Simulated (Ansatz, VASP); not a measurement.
**CuSb in VASP and in Ansatz**

The input POSCAR:

```
CuSb
1.0
    0.0000000000      2.6912715293      2.6912715293
    2.6912715293      0.0000000000      2.6912715293
    2.6912715293      2.6912715293      0.0000000000
Cu Sb
1 1
Direct
    0.5000000000      0.5000000000      0.5000000000
    0.0000000000      0.0000000000      0.0000000000
```

File INCAR.step1:

```
PREC = Accurate ; ENCUT = 520
ISMEAR = 0 ; SIGMA = 0.05
LREAL = False ; LASPH = True
NELM = 60 ; NBANDS = 15
GGA = PE ; ALGO = Normal
EDIFF = 1E-4 ; LWAVE = True
LCHARG = False
```

The input INCAR.step2:

```
PREC = Accurate ; ENCUT = 520
EDIFF = 1E-6 ; ISMEAR = 0
SIGMA = 0.05 ; LREAL = False
LASPH = True ; NELM = 60
ALGO = Normal ; ISIF = 2
LWAVE = False ; LCHARG = False
METAGGA = R2SCAN ; LMIXTAU = True
NBANDS = 15 ; ISTART = 1
```

KPOINTS

```
regular mesh
0
Gamma
  12 12 12
```

Input for Ansatz:

```yaml
crystal:
  lattice:
    - [0.0, 2.6912715293, 2.6912715293]
    - [2.6912715293, 0.0, 2.6912715293]
    - [2.6912715293, 2.6912715293, 0.0]
  atoms:
    - { symbol: Cu, position: [0.5, 0.5, 0.5] }
    - { symbol: Sb, position: [0.0, 0.0, 0.0] }
basis:
  ecutwfc: 500
  ecutrho_ratio: 8
kpoints:
  mp_grid: { grid: [12, 12, 12] }
hamiltonian:
  xc: r2scan
scf:
  occupations: { method: gaussian, width: 0.05 }
  eigensolver: { kind: davidson }
output:
  forces: true
  stress: true
```

Alike in both runs: task single point; functional r2SCAN; k mesh 12 × 12 × 12; occupations gaussian, width 0.05 eV; no spin polarisation.

|  | VASP | Ansatz |
| --- | --- | --- |
| version | VASP 6.6.1 | Ansatz 0.2.0 |
| potentials or method | VASP PAW PBE potentials, release 64 (Cu, Sb), cutoff 520 eV | scalar-relativistic, plane waves, PAW |
| valence electrons in the cell | 16 | 34 |

|  | VASP | Ansatz | Ansatz less VASP |
| --- | --- | --- | --- |
| pressure (GPa) | 0.1 | 0.0 | -0.08 |

VASP's potentials were made for PBE, not for r2SCAN. With one functional, cell and mesh, what is left measures potentials, basis and numerics. VASP's potentials hold 16 valence electrons a cell and Ansatz's 34, so a difference there can come from the potentials and not from the codes.

Neither program's run includes spin-orbit coupling.
